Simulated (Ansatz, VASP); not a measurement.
Two plane-wave programs on Nb

The input INCAR:

```
SYSTEM = Nb
  PREC = Accurate
  ENCUT = 520
  EDIFF = 1E-6
  ISMEAR = -5
  SIGMA = 0.05
  LREAL = .False.
  LASPH = .True.
  NELM = 150
  ALGO = Fast
  ISIF = 2
  LWAVE = .False.
  LCHARG = .False.
  MAGMOM = 0 0 0
  LORBIT = 11
  LSORBIT = .True.
  GGA_COMPAT = .False.
  LORBMOM = .True.
  LMAXMIX = 4
  GGA = RP
  NBANDS = 24
```

File KPOINTS:

```
Automatic mesh
0
Gamma
  11 11 11
  0 0 0
```

POSCAR

```
Nb
1.0
    0.0000000000      2.0267705995      2.0267705995
    2.0267705995      0.0000000000      2.0267705995
    2.0267705995      2.0267705995      0.0000000000
Nb
1
Direct
    0.0000000000      0.0000000000      0.0000000000
```

The input input.yaml:

```yaml
crystal:
  lattice:
    - [0.0, 2.0267705995, 2.0267705995]
    - [2.0267705995, 0.0, 2.0267705995]
    - [2.0267705995, 2.0267705995, 0.0]
  atoms:
    - { symbol: Nb, position: [0.0, 0.0, 0.0] }
hamiltonian:
  xc: rpbe
  pseudopotentials: { kind: nc_fr, accuracy: standard }
magnetization:
  noncollinear: true
  spin_orbit: true
kpoints:
  mp_grid: { grid: [11, 11, 11] }
scf:
  occupations: { method: tetrahedron }
  n_extra_bands: 6
  lower_state_search: standard
output:
  forces: true
  stress: true
  dos: { projected: false, de: 0.05, nscf_kmesh: { grid: [17, 17, 17] } }
  write_density: true
  write_potential: true
  elf: true
  volumetric_format: npy
```

Alike in both runs: functional RPBE; k mesh 11 × 11 × 11; occupations tetrahedron; non-collinear spin, spin-orbit coupling.

|  | VASP | Ansatz |
| --- | --- | --- |
| version | VASP 6.6.1 | Ansatz 0.2.0 |
| potentials or method | VASP PAW PBE potentials, release 64 (Nb_sv) | PseudoDojo standard (PBE files) |
| plane-wave cutoff (eV) | 520 | 1116 |
| valence electrons in the cell | 13 | 13 |
| task | single point | density of states |

VASP gave:

```
pressure (GPa)           : 26.8
net moment per atom (μB) : 0.00
```

Question: Which values does Ansatz return?

Answer: Pressure (GPa): 27.9; net moment per atom (μB): 0.00.

VASP's potentials were made for PBE, not for RPBE.

Noted on Ansatz's run: the potentials were made for another functional, which shifts forces and pressure.
